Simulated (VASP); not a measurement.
# MgO (P6_3/mmc) in VASP: notebook, part 2 of 2

VASP 6.6.1.

**3. Vibrations by perturbation theory, PBE**

Contents of INCAR:

```
PREC = Accurate ; ENCUT = 520
EDIFF = 1E-8 ; ISMEAR = 0
SIGMA = 0.01 ; LREAL = F
LASPH = T ; NELM = 100
ALGO = Normal ; ISIF = 2
LWAVE = F ; LCHARG = F
GGA = PE ; NBANDS = 16
IBRION = 8 ; NSW = 1
LEPSILON = T
```

Contents of KPOINTS:

```
regular mesh
0
Gamma
  10 10 6
```

Contents of POSCAR:

```
MgO
1.0
    3.5206448296      0.0000000000      0.0000000000
   -1.7603224148      3.0489678602      0.0000000000
    0.0000000000      0.0000000000      4.2383658323
Mg O
2 2
Direct
    0.6666666667      0.3333333333      0.7500000000
    0.3333333333      0.6666666667      0.2500000000
    0.6666666667      0.3333333333      0.2500000000
    0.3333333333      0.6666666667      0.7500000000
```

Potentials or basis: VASP PAW PBE potentials, release 64 (Mg, O).

Command:

```console
$ cat potpaw_PBE.64/Mg/POTCAR potpaw_PBE.64/O/POTCAR > POTCAR
$ mpirun -np 1 vasp_std > vasp.out
```

OUTCAR:

```text
PREC = Accurate
   ENCUT = 520
   EDIFF = 1E-8
   ISMEAR = 0
   LREAL = F
   LASPH = T
   NELM = 100
   ISIF = 2
   GGA = PE
   IBRION = 8
   NSW = 1
   LEPSILON = T

 ion  position               nearest neighbor table
   1  0.667  0.333  0.750-   4 2.03   4 2.03   4 2.03   3 2.12   3 2.12   2 2.94   2 2.94   2 2.94
                             2 2.94   2 2.94   2 2.94
   2  0.333  0.667  0.250-   3 2.03   3 2.03   3 2.03   4 2.12   4 2.12   1 2.94   1 2.94   1 2.94
                             1 2.94   1 2.94   1 2.94
   3  0.667  0.333  0.250-   2 2.03   2 2.03   2 2.03   1 2.12   1 2.12
   4  0.333  0.667  0.750-   1 2.03   1 2.03   1 2.03   2 2.12   2 2.12

  LATTYP: Found a hexagonal cell.
 ALAT       =     3.5206448296
 C/A-ratio  =     1.2038606668

  Lattice vectors:

 A1 = (   3.5206448296,   0.0000000000,   0.0000000000)
 A2 = (  -1.7603224148,   3.0489678602,   0.0000000000)
 A3 = (   0.0000000000,   0.0000000000,   4.2383658323)

Analysis of symmetry for initial positions (statically):
=====================================================================
 Subroutine PRICEL returns:
 Original cell was already a primitive cell.

 Routine SETGRP: Setting up the symmetry group for a
 hexagonal supercell.
[... 769 lines left out ...]
  x     0.00000    -0.00000     0.00000    -8.18700     0.00000     0.00000
  y    -8.18700     8.18700     0.00000     0.00000     0.00000     0.00000
  z     0.00000     0.00000     0.00000     0.00000     0.00000     0.00000

 SECOND DERIVATIVES (NOT SYMMETRIZED)
 ------------------------------------
               1X          1Y          1Z          2X          2Y          2Z          3X          3Y          3Z          4X          4Y          4Z
  1X    -9.493595    0.000000    0.000000    1.351738   -0.000000    0.000000    1.628204    0.000000    0.000000    6.513652    0.000000    0.000000
  1Y     0.000000   -9.493595    0.000000    0.000000    1.351738    0.000000    0.000000    1.628204    0.000000    0.000000    6.513652    0.000000
  1Z     0.000000    0.000000   -9.054494   -0.000000    0.000000    4.763662   -0.000000    0.000000    2.163232   -0.000000    0.000000    2.127600
  2X     1.351738   -0.000000    0.000000   -9.493595    0.000000    0.000000    6.513652    0.000000    0.000000    1.628204    0.000000    0.000000
  2Y     0.000000    1.351738    0.000000    0.000000   -9.493595    0.000000    0.000000    6.513652    0.000000    0.000000    1.628204    0.000000
  2Z    -0.000000    0.000000    4.763662    0.000000    0.000000   -9.054494   -0.000000    0.000000    2.127600   -0.000000    0.000000    2.163232
  3X     1.623660    0.000000    0.000000    6.509012    0.000000    0.000000   -9.886731   -0.000000    0.000000    1.754059    0.000000    0.000000
  3Y     0.000000    1.623660    0.000000    0.000000    6.509012    0.000000    0.000000   -9.886731    0.000000    0.000000    1.754059    0.000000
  3Z     0.000000   -0.000000    2.146721   -0.000000    0.000000    2.122927    0.000000    0.000000  -10.208978    0.000000    0.000000    5.939330
  4X     6.509012    0.000000    0.000000    1.623660    0.000000    0.000000    1.754059    0.000000    0.000000   -9.886731   -0.000000    0.000000
  4Y     0.000000    6.509012    0.000000    0.000000    1.623660    0.000000    0.000000    1.754059    0.000000    0.000000   -9.886731    0.000000
  4Z    -0.000000    0.000000    2.122927    0.000000   -0.000000    2.146721    0.000000    0.000000    5.939330    0.000000    0.000000  -10.208978

 Eigenvectors and eigenvalues of the dynamical matrix
 ----------------------------------------------------

   1 f  =   15.705630 THz    98.681382 2PiTHz  523.883418 cm-1    64.953236 meV
             X         Y         Z           dx          dy          dz
      1.760322  1.016323  3.178774     0.000000   -0.000000   -0.002417
     -0.000000  2.032645  1.059591    -0.000000    0.000000    0.002417
      1.760322  1.016323  1.059591     0.000000   -0.000000    0.707103
     -0.000000  2.032645  3.178774    -0.000000    0.000000   -0.707103
[... 71 lines left out ...]
  12 f/i=    0.012610 THz     0.079231 2PiTHz    0.420626 cm-1     0.052151 meV
             X         Y         Z           dx          dy          dz
      1.760322  1.016323  3.178774     0.000000    0.000000   -0.548562
     -0.000000  2.032645  1.059591     0.000000    0.000000   -0.548562
      1.760322  1.016323  1.059591     0.000000    0.000000   -0.446183
     -0.000000  2.032645  3.178774     0.000000    0.000000   -0.446183

--------------------------------------------------------------------------------------------------------

 MACROSCOPIC STATIC DIELECTRIC TENSOR IONIC CONTRIBUTION
 ------------------------------------------------------
           3.090399     0.000000     0.000000
           0.000000     3.090399     0.000000
           0.000000     0.000000     7.542703
 ------------------------------------------------------

 ELASTIC MODULI CONTR FROM IONIC RELAXATION (kBar)
 Direction    XX          YY          ZZ          XY          YZ          ZX
 --------------------------------------------------------------------------------
 XX        -498.1138    498.1138      0.0000     -0.0000      0.0000      0.0000
 YY         498.1138   -498.1138     -0.0000      0.0000     -0.0000      0.0000
 ZZ           0.0000     -0.0000     -0.0000      0.0000     -0.0000      0.0000
 XY          -0.0000      0.0000      0.0000   -498.1138      0.0000      0.0000
 YZ           0.0000     -0.0000     -0.0000      0.0000     -0.0000      0.0000
 ZX           0.0000      0.0000      0.0000      0.0000      0.0000      0.0000
 --------------------------------------------------------------------------------

 PIEZOELECTRIC TENSOR IONIC CONTR  for field in x, y, z        (C/m^2)
          XX          YY          ZZ          XY          YZ          ZX
  --------------------------------------------------------------------------------
  x    -0.00000     0.00000     0.00000     0.00000    -0.00000     0.00000
  y    -0.00000     0.00000    -0.00000     0.00000    -0.00000     0.00000
  z     0.00000    -0.00000    -0.00000     0.00000    -0.00000     0.00000
```

OSZICAR:

```text
N       E                     dE             d eps       ncg     rms          rms(c)
DAV:   1     0.631377530393E+02    0.63138E+02   -0.75022E+03  1792   0.883E+02
DAV:   2    -0.235508892909E+02   -0.86689E+02   -0.79054E+02  2552   0.194E+02
DAV:   3    -0.276310721684E+02   -0.40802E+01   -0.40658E+01  1976   0.441E+01
DAV:   4    -0.276476925777E+02   -0.16620E-01   -0.16620E-01  2200   0.331E+00
[... 167 lines left out ...]
RMM:   6    -0.374520855684E+00   -0.29330E-04    0.39714E-06  3889   0.322E-03    0.727E-04
RMM:   7    -0.374518597988E+00    0.22577E-05    0.11161E-06  3982   0.100E-03    0.132E-04
RMM:   8    -0.374518962146E+00   -0.36416E-06    0.30586E-07  3903   0.138E-04    0.508E-05
RMM:   9    -0.374518946491E+00    0.15655E-07   -0.26816E-08  4042   0.582E-05    0.108E-05
RMM:  10    -0.374518936579E+00    0.99120E-08   -0.23980E-08  3952   0.123E-05    0.362E-06
 Linear response finished
```

stdout:

```text
POSCAR found type information on POSCAR MgO
 POSCAR found :  2 types and       4 ions
 scaLAPACK will be used
 LDA part: xc-table for (Slater+PW92), standard interpolation
 POSCAR, INCAR and KPOINTS ok, starting setup
 FFT: planning ... GRIDC
 FFT: planning ... GRID_SOFT
 FFT: planning ... GRID
 WAVECAR not read
[... 32 lines left out ...]
 first order change of Fermi-energy  -0.25980E-05
 force on displaced ion       1 direction 3 :   0.000   0.000  -9.054
 Born effective charge ion    1 direction 3 :   0.000   0.000   2.014
 Linear response progress:
 first order change of Fermi-energy  -0.70664E-04
 force on displaced ion       3 direction 1 :  -9.887   0.001   0.000
 Born effective charge ion    3 direction 1 :  -1.778  -0.000   0.000
 Linear response progress:
 first order change of Fermi-energy   0.18583E-04
 force on displaced ion       3 direction 3 :  -0.000   0.000 -10.209
 Born effective charge ion    3 direction 3 :   0.000  -0.000  -2.015
 Born effective charges drift removed
 Linear response finished
```

Run time: 6.6 min. Hardware: 1 thread of Intel Xeon 6975P-C (Granite Rapids), shared host; peak memory 0.47 GiB.

Results:

```
Electronic dielectric tensor (diagonal)                 : 2.97, 2.97, 3.00
Born charges (mean of the diagonal)                     : Mg +1.86; O -1.86 e
Highest phonon frequency at Γ, LO-TO splitting left out : 524 cm⁻¹
```

Phonon frequencies in cm⁻¹ (negative: imaginary):
```
              q point                                frequencies
(0.000, 0.000, 0.000)  0 0 0 287 287 347 393 479 479 487 487 524
```

Electronic dielectric tensor:
```
2.97 0.00 0.00
0.00 2.97 0.00
0.00 0.00 3.00
```

Born effective charge tensors (e):
atom 1, Mg
```
1.78 0.00 0.00
0.00 1.78 0.00
0.00 0.00 2.01
```
atom 2, Mg
```
1.78 0.00 0.00
0.00 1.78 0.00
0.00 0.00 2.01
```
atom 3, O
```
-1.78  0.00  0.00
 0.00 -1.78  0.00
 0.00  0.00 -2.01
```
atom 4, O
```
-1.78  0.00  0.00
 0.00 -1.78  0.00
 0.00  0.00 -2.01
```
